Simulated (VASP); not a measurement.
Set up this calculation in VASP 6.6.1, as the native input.

```
Task                   : single point
Functional             : PBE
Potentials or basis    : VASP PAW PBE potentials, release 64 (C, Ba_sv)
Cutoff                 : 520 eV
k mesh                 : 6 × 6 × 6
Occupations            : fermi-dirac, width 0.02 eV
Spin                   : no spin polarisation
Dipole correction      : no
Further INCAR settings : ALGO = Normal; EDIFF = 1e-06; NBANDS = 19
```

The structure of Ba2C lies in POSCAR:

```
Ba2C
1.0
    0.0000000000      3.4950770800      3.5066490218
    3.4950770800      0.0000000000      3.5066490218
    3.4950770800      3.4950770800      0.0000000000
C Ba
1 2
Direct
    0.0000000000      0.0000000000      0.0000000000
    0.2500000000      0.2500000000      0.2500000000
    0.7500000000      0.7500000000      0.7500000000
```

This cell differs from its parent crystal: biaxial xy strain -0.3%.

The input as run:

INCAR

```
PREC = Accurate
ENCUT = 520
EDIFF = 1E-6
ISMEAR = -1
SIGMA = 0.02
LREAL = False
LASPH = True
NELM = 100
ALGO = Normal
ISIF = 2
LWAVE = False
LCHARG = False
GGA = PE
NBANDS = 19
```

KPOINTS

```
regular mesh
0
Gamma
  6 6 6
```

Potentials or basis: VASP PAW PBE potentials, release 64 (C, Ba_sv).

The run is started by

```bash
$ cat potpaw_PBE.64/C/POTCAR potpaw_PBE.64/Ba_sv/POTCAR > POTCAR
$ mpirun -np 1 vasp_std > vasp.out
```

It gave:

```yaml
Pressure: 1.9 GPa
Band_gap_on_the_k_mesh: zero (bands 12 and 13 overlap by 0.10 eV)
```

Caveat: the cell differs from its parent crystal (biaxial xy strain -0.3%); the structure was generated, so it needn't be the stable form of Ba2C; spin-orbit coupling is left out, which moves the levels of the heavy elements.

It took 49 s on 1 thread of Intel(R) Xeon(R) Platinum 8259CL CPU @ 2.50GHz (Skylake/Cascade Lake), on a shared host, peak memory 0.25 GiB.
